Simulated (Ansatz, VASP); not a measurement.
**Ag in VASP and in Ansatz**

The input INCAR:

```
PREC = Accurate ; ENCUT = 520
EDIFF = 1E-6 ; ISMEAR = -1
SIGMA = 0.05 ; LREAL = F
LASPH = T ; NELM = 100
ALGO = Normal ; ISIF = 2
LWAVE = F ; LCHARG = F
GGA = PS ; NBANDS = 12
```

KPOINTS

```
Automatic mesh
0
Gamma
  11 11 11
```

The input POSCAR:

```
Ag
1.0
   -1.6666189156      1.6666189156      1.6666189156
    1.6666189156     -1.6666189156      1.6666189156
    1.6666189156      1.6666189156     -1.6666189156
Ag
1
Direct
    0.0000000000      0.0000000000      0.0000000000
```

File input.yaml:

```yaml
crystal:
  lattice:
    - [-1.6666189156, 1.6666189156, 1.6666189156]
    - [1.6666189156, -1.6666189156, 1.6666189156]
    - [1.6666189156, 1.6666189156, -1.6666189156]
  atoms:
    - { symbol: Ag, position: [0.0, 0.0, 0.0] }
kpoints:
  mp_grid: { grid: [11, 11, 11] }
scf:
  occupations: { method: fermi_dirac, width: 0.05 }
hamiltonian:
  xc: pbesol
  pseudopotentials: { kind: all_electron, lapw: { basis_error: 0.001 } }
output:
  forces: true
  stress: true
  eigenvalues: true
```

Change from the starting cell: volume scaled by 1.02.

Alike in both runs: task single point; functional PBEsol; k mesh 11 × 11 × 11; occupations fermi-dirac, width 0.05 eV; no spin polarisation.

```csv
,VASP,Ansatz
version,VASP 6.6.1,Ansatz 0.2.0
potentials or method,"VASP PAW PBE potentials, release 64 (Ag), cutoff 520 eV","all-electron LAPW, scalar-relativistic"
```

|  | VASP | Ansatz | Ansatz less VASP |
| --- | --- | --- | --- |
| gap on the k mesh at the Fermi level (eV) | none | none | - |
| pressure (GPa) | -8.7 | -8.6 | +0.10 |

VASP's potentials were made for PBE, not for PBEsol. A gap of «none» marks a metal or a gap that the smearing closes. Ansatz ran all-electron here, and VASP with PAW potentials.
